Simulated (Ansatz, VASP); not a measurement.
**LiBr: VASP beside Ansatz**

```
CELL_PARAMETERS angstrom
0.00000 2.72757 2.72757
2.72757 0.00000 2.72757
2.72757 2.72757 0.00000
ATOMIC_POSITIONS crystal
Li 0.00000 0.00000 0.00000
Br 0.50000 0.50000 0.50000
```

Alike in both runs: task single point; functional PBE; k mesh 6 × 6 × 6; no spin polarisation.

|  | VASP | Ansatz |
| --- | --- | --- |
| version | VASP 6.6.1 | Ansatz 0.2.0 |
| potentials or method | VASP PAW PBE potentials, release 64 (Li_sv, Br) | plane waves, PAW |
| plane-wave cutoff (eV) | 750 | 420 |
| occupations | gaussian, width 0.01 eV | fixed |
| valence electrons in the cell | 10 | 10 |

```csv
,VASP,Ansatz,Ansatz less VASP
gap on the k mesh at the Fermi level (eV),5.05,5.05,-0.004
pressure (GPa),0.8,0.8,+0.05
```
